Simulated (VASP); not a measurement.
# CdTe (P4/mmm) in VASP: notebook, part 3 of 3

VASP 6.6.1.

## Step 5: Relaxation of cell and atoms, PBE

This run uses another cell than the first one, of 36.21 Å³/atom, 1.359 times its volume.

INCAR

```
SYSTEM = CdTe
PREC     = Accurate       ! precision mode
ENCUT    = 600            ! plane-wave cutoff, eV
EDIFF    = 1E-6           ! SCF threshold, eV
ISMEAR   = 0              ! smearing method
SIGMA    = 0.1            ! smearing width, eV
LREAL    = .FALSE.        ! projectors in reciprocal space
LASPH    = .TRUE.         ! aspherical terms in the spheres
NELM     = 100            ! most SCF steps
ALGO     = Normal         ! electronic algorithm
ISIF     = 3              ! what is computed and relaxed
LWAVE    = .FALSE.        ! write WAVECAR
LCHARG   = .FALSE.        ! write CHGCAR
GGA      = PE             ! functional
IBRION   = 2              ! ionic algorithm
NSW      = 90             ! ionic steps
EDIFFG   = -0.04          ! ionic threshold
```

KPOINTS

```
Automatic mesh
0
G
  4 4 4
  0 0 0
```

POSCAR

```
CdTe
1.0
    3.8086610250      0.0000000000      0.0000000000
    0.0000000000      3.8086610250      0.0000000000
    0.0000000000      0.0000000000      4.9920664149
Cd Te
1 1
Direct
    0.5000000000      0.5000000000      0.5000000000
    0.0000000000      0.0000000000      0.0000000000
```

Potentials or basis: VASP PAW PBE potentials, release 64 (Cd, Te).

The run is started by

```bash
cat potpaw_PBE.64/Cd/POTCAR potpaw_PBE.64/Te/POTCAR > POTCAR
mpirun -np 1 vasp_std > vasp.out
```

OUTCAR:

```text
SYSTEM = CdTe
   PREC = Accurate
   ENCUT = 600
   EDIFF = 1E-6
   ISMEAR = 0
   LREAL = .FALSE.
   LASPH = .TRUE.
   NELM = 100
   ISIF = 3
   GGA = PE
   IBRION = 2
   NSW = 90
   EDIFFG = -0.04

 ion  position               nearest neighbor table
   1  0.500  0.500  0.500-   2 3.67   2 3.67   2 3.67   2 3.67   2 3.67   2 3.67   2 3.67   2 3.67

   2  0.000  0.000  0.000-   1 3.67   1 3.67   1 3.67   1 3.67   1 3.67   1 3.67   1 3.67   1 3.67

  LATTYP: Found a simple tetragonal cell.
 ALAT       =     3.8086610250
 C/A-ratio  =     1.3107142857

  Lattice vectors:

 A1 = (   3.8086610250,   0.0000000000,   0.0000000000)
 A2 = (   0.0000000000,   3.8086610250,   0.0000000000)
 A3 = (   0.0000000000,   0.0000000000,   4.9920664149)

Analysis of symmetry for initial positions (statically):
=====================================================================
 Subroutine PRICEL returns:
 Original cell was already a primitive cell.

 Routine SETGRP: Setting up the symmetry group for a
 simple tetragonal supercell.

 Subroutine GETGRP returns: Found 16 space group operations
 (whereof 16 operations were pure point group operations)
 out of a pool of 16 trial point group operations.

The static configuration has the point symmetry D_4h.

Analysis of symmetry for dynamics (positions and initial velocities):
=====================================================================
 Subroutine PRICEL returns:
 Original cell was already a primitive cell.
[... 198 lines left out ...]
      2      -4.3263      2.00000
      3      -4.1763      2.00000
      4      -3.9642      2.00000
      5      -3.9642      2.00000
      6      -3.8986      2.00000
      7       1.1547      2.00000
      8       1.7146      2.00000
      9       4.4194      1.99316
     10       4.4194      1.99316
     11       9.4224      0.00000
     12       9.9361      0.00000
     13      12.1571      0.00000
[... 335 lines left out ...]
  FREE ENERGIE OF THE ION-ELECTRON SYSTEM (eV)
  ---------------------------------------------------
  free  energy   TOTEN  =        -3.8979718004 eV

  energy  without entropy=       -3.8919949633  energy(sigma->0) =       -3.89498338

[... ionic steps 4 to 8 ...]

--------------------------------------- Ionic step        9  -------------------------------------------

 number of electron      18.0000003 magnetization

------------------------ aborting loop because EDIFF is reached ----------------------------------------
[... 67 lines left out ...]
--------------------------------------- Ionic step       11  -------------------------------------------

 number of electron      18.0000003 magnetization

 Free energy of the ion-electron system (eV)
  ---------------------------------------------------
  ext. energy  EPLUGINS =         0.00000000
  ---------------------------------------------------
  free energy    TOTEN  =        -3.94819459 eV

  energy without entropy =       -3.94819422  energy(sigma->0) =       -3.94819441

 E-fermi :   5.4681     XC(G=0): -10.1590

 val. band max:        5.1646090384   @ k =   0.5000   0.5000   0.2500
 cond. band min:       5.7925160009   @ k =   0.0000   0.0000   0.0000
 fundamental gap:      0.6279069625
 Fermi energy:         5.4680955669

 k-point     1 :       0.0000    0.0000    0.0000
  band No.  band energies     occupation
      1      -7.7676      2.00000
      2      -3.7227      2.00000
      3      -3.5161      2.00000
      4      -3.1958      2.00000
      5      -3.1958      2.00000
      6      -3.0887      2.00000
      7       1.2269      2.00000
      8       2.0309      2.00000
      9       5.7925      0.00000
     10       5.7925      0.00000
     11      10.8814      0.00000
     12      11.0569      0.00000
     13      13.5449      0.00000
[... 299 lines left out ...]
  FREE ENERGIE OF THE ION-ELECTRON SYSTEM (eV)
  ---------------------------------------------------
  free  energy   TOTEN  =        -3.9481945887 eV

  energy  without entropy=       -3.9481942227  energy(sigma->0) =       -3.94819441

 reached required accuracy - stopping structural energy minimisation
```

CONTCAR:

```text
CdTe
   1.00000000000000
     3.3441455813418748    0.0000000000000000    0.0000000000000000
     0.0000000000000000    3.3441455813418748   -0.0000000000000000
     0.0000000000000000   -0.0000000000000000    4.7790435571785839
  Cd              Te
     1     1
Direct
     0.5000000000000000    0.5000000000000000    0.5000000000000000
     0.0000000000000000    0.0000000000000000    1.0000000000000000

  0.00000000E+00  0.00000000E+00  0.00000000E+00
  0.00000000E+00  0.00000000E+00  0.00000000E+00
```

It took 2.2 min on 1 thread of Intel Xeon Platinum 8375C at 2.90GHz (Ice Lake), shared host; peak memory 0.21 GiB.

What came out:

```
Free energy                            : -3.9482 eV
Relaxed volume                         : 26.72 Å³/atom
Relaxed cell                           : a = 3.344 Å, b = 3.344 Å, c = 4.779 Å, α = 90.00°, β = 90.00°, γ = 90.00°
Space group after relaxing (to 0.05 Å) : P4/mmm (No. 123)
Energy gained by relaxing              : 286.8 meV/atom
Ionic steps                            : 11
Pressure after relaxing                : -0.1 GPa
Band gap on the k mesh                 : zero (band 9 reaches 6.24 eV, above the bottom of band 10 at 3.93 eV)
```

The path:
```
step  energy change (eV)  largest force (eV/Å)  pressure (GPa)  volume (Å³)
   1              0.0000                0.0000           -6.46        72.41
   2             -0.4722                0.0000           -3.10        58.18
   3             -0.5235                0.0000           -0.42        53.92
   4             -0.5244                0.0000            0.11        53.25
   5             -0.5434                0.0000            0.36        53.00
   6             -0.5599                0.0000            1.40        52.10
   7             -0.5701                0.0000            0.82        52.55
   8             -0.5709                0.0000            0.93        52.45
   9             -0.5711                0.0000           -0.58        54.09
  10             -0.5735                0.0000            0.13        53.28
  11             -0.5737                0.0000           -0.06        53.45
```

Final structure:
```yaml
crystal:
  lattice:
    - [3.34415, 0.00000, 0.00000]
    - [0.00000, 3.34415, 0.00000]
    - [0.00000, 0.00000, 4.77904]
  atoms:
    - { symbol: Cd, position: [0.50000, 0.50000, 0.50000] }
    - { symbol: Te, position: [0.00000, 0.00000, 0.00000] }
```

Caveat: the k points lie up to 0.47 Å⁻¹ apart in the final cell; the volume moved by over 15 % at a fixed basis, so the end points are rough; spin-orbit coupling is left out, which moves the levels of the heavy elements.

## Step 6: Relaxation of cell and atoms, PBE

INCAR

```
SYSTEM = CdTe
ALGO = Normal
EDIFF = 1E-6
EDIFFG = -0.04
ENCUT = 600
GGA = PE
IBRION = 2
ISIF = 3
ISMEAR = 0
LASPH = .True.
LCHARG = .False.
LREAL = .False.
LWAVE = .False.
NELM = 100
NSW = 90
PREC = Accurate
SIGMA = 0.1
```

KPOINTS

```
k-points
0
Gamma
  6 6 4
  0 0 0
```

POSCAR

```
CdTe
1.0
    3.3412734923      0.0000000000      0.0000000000
    0.0000000000      3.3412734923      0.0000000000
    0.0000000000      0.0000000000      4.7718717348
Cd Te
1 1
Direct
    0.5000000000      0.5000000000      0.5000000000
    0.0000000000      0.0000000000      0.0000000000
```

Potentials or basis: VASP PAW PBE potentials, release 64 (Cd, Te).

The run is started by

```bash
cat potpaw_PBE.64/Cd/POTCAR potpaw_PBE.64/Te/POTCAR > POTCAR
mpirun -np 1 vasp_std > vasp.out
```

Run time: 4.1 min. Hardware: 1 thread of Intel Xeon Platinum 8375C at 2.90GHz (Ice Lake), shared host; peak memory 0.21 GiB.

Results (log left out):

| Item | Value |
| --- | --- |
| Free energy | -4.0060 eV |
| Relaxed volume | 26.79 Å³/atom |
| Relaxed cell | a = 4.010 Å, b = 4.010 Å, c = 3.333 Å, α = 90.00°, β = 90.00°, γ = 90.00° |
| Space group after relaxing (to 0.05 Å) | P4/mmm (No. 123) |
| Energy gained by relaxing | 227.1 meV/atom |
| Ionic steps | 23 |
| Pressure after relaxing | 0.0 GPa |
| Band gap on the k mesh | zero (band 9 reaches 6.82 eV, above the bottom of band 10 at 3.69 eV) |

Stress tensor (GPa, compression positive):
```
 0.00  0.00  0.00
 0.00  0.00  0.00
 0.00  0.00 -0.14
```

The path:
```tsv
step	energy change (eV)	largest force (eV/Å)	pressure (GPa)	volume (Å³)
1	0.0000	0.0000	1.62	53.27
2	-0.0732	0.0000	-0.42	55.34
3	-0.1138	0.0000	-2.29	58.05
4	-0.1649	0.0000	-1.24	56.22
5	-0.1680	0.0000	-0.99	55.81
6	-0.1688	0.0000	-0.38	54.99
7	-0.1692	0.0000	-0.21	54.75
8	-0.1709	0.0000	0.18	54.27
9	-0.1747	0.0000	1.05	53.30
10	-0.1965	0.0000	2.92	51.28
11	-0.2454	0.0000	8.85	46.95
12	3.9365	0.0000	69.85	37.07
13	-0.2440	0.0000	9.31	46.70
14	-0.2517	0.0000	9.52	46.59
15	-0.2522	0.0000	10.30	46.32
16	-0.2553	0.0000	9.90	46.45
17	-0.2673	0.0000	9.57	46.64
18	-0.3008	0.0000	8.45	47.21
19	-0.3567	0.0000	6.42	48.37
20	-0.4283	0.0000	3.00	50.75
21	-0.4421	0.0000	-1.71	55.72
22	-0.4541	0.0000	-0.22	53.81
23	-0.4543	0.0000	-0.05	53.59
```

Final structure:
```
Cd Te
1.0
     4.00978    0.00000    0.00000
     0.00000    4.00978    0.00000
     0.00000    0.00000    3.33285
Cd Te
1 1
Direct
  0.50000 0.50000 0.50000
  0.00000 0.00000 0.00000
```

Levels at points of the mesh, in eV from the Fermi level:
```csv
k point,band 7,band 8,band 9,band 10,band 11,band 12
"(0.00, 0.00, 0.00)",-1.88,-1.88,-1.68,1.16,4.27,6.34
"(0.50, 0.00, 0.00)",-6.12,-0.58,1.97,2.59,3.11,3.99
"(0.50, 0.50, 0.00)",-4.50,-4.50,-2.82,2.16,8.22,8.22
"(0.00, 0.00, 0.50)",-5.58,0.17,0.17,2.01,2.49,4.82
"(0.50, 0.00, 0.50)",-4.72,-3.67,-1.36,0.28,5.39,5.88
"(0.50, 0.50, 0.50)",-3.35,-1.76,-1.76,0.68,0.72,1.19
```

Caveat: spin-orbit coupling is left out, which moves the levels of the heavy elements.

## Step 7: The runs side by side

| task | cell | k mesh | cutoff (eV) | gap on the mesh (eV) | pressure (GPa) | relaxed volume (Å³/atom) |
| --- | --- | --- | --- | --- | --- | --- |
| single point | a = 3.341, b = 3.341, c = 4.772 Å, 2 atoms | 4 × 4 × 4 | 520 | none | 0.1 | - |
| single point | a = 3.612, b = 3.612, c = 4.150 Å, 2 atoms | 6 × 6 × 4 | 520 | none | 0.3 | - |
| single point | a = 3.809, b = 3.809, c = 4.992 Å, 2 atoms | 6 × 6 × 4 | 520 | none | -6.1 | - |
| relaxation of cell and atoms | relaxed from a = 3.809, b = 3.809, c = 4.992 Å, 2 atoms | 4 × 4 × 4 | 600 | none | -0.1 | 26.72 |
| relaxation of cell and atoms | relaxed from a = 3.341, b = 3.341, c = 4.772 Å, 2 atoms | 6 × 6 × 4 | 600 | none | 0.0 | 26.79 |

Alike in all rows: level PBE; potentials or basis VASP PAW PBE potentials, release 64 (Cd, Te); no spin polarisation; smearing gaussian 0.1 eV.

Caveats: some runs use coarse meshes; spin-orbit coupling is left out, which moves the levels of the heavy elements; the volume moved by over 15 % at a fixed basis, so the end points are rough (some runs).

Total energies depend on the potentials used, so only differences within one code and one set of settings carry meaning.
